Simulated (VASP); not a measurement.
Write the native input for VASP 6.6.1 that does the following.

| Item | Value |
| --- | --- |
| Task | single point |
| Functional | PBE |
| Potentials or basis | VASP PAW PBE potentials, release 64 (Li_sv) |
| Cutoff | 520 eV |
| k mesh | 22 × 22 × 22 |
| Occupations | gaussian, width 0.1 eV |
| Spin | no spin polarisation |
| Dipole correction | no |
| Further INCAR settings | ALGO = Fast; EDIFF = 1e-07; NBANDS = 8 |

The structure of Li lies in POSCAR:

```
Li
1.0
    2.5385134770     -1.4656614272     -0.0621117665
    2.5385134770      1.4656614272     -0.0621117665
   -1.6274733488      0.0000000000      2.4280583548
Li
1
Direct
    0.0000000000      0.0000000000      0.5000000000
```

This isn't the form of Li at room conditions, which is bcc.

One way to write it, as run:

INCAR

```
  ALGO = Fast
  EDIFF = 1E-7
  ENCUT = 520
  GGA = PE
  ISIF = 2
  ISMEAR = 0
  LASPH = T
  LCHARG = F
  LREAL = F
  LWAVE = F
  NBANDS = 8
  NELM = 100
  PREC = Accurate
  SIGMA = 0.1
```

KPOINTS

```
k-points
0
Gamma
  22 22 22
```

Potentials or basis: VASP PAW PBE potentials, release 64 (Li_sv).

The run is started by

```sh
$ cat potpaw_PBE.64/Li_sv/POTCAR > POTCAR
$ mpirun -np 1 vasp_std > vasp.out
```

It gave:

* Band gap on the k mesh: zero (an odd number of electrons rules out a gap without spin polarisation)

Wall time 3.1 min on 1 thread of Intel(R) Xeon(R) 6975P-C (Granite Rapids) (shared host), peak memory 0.43 GiB.
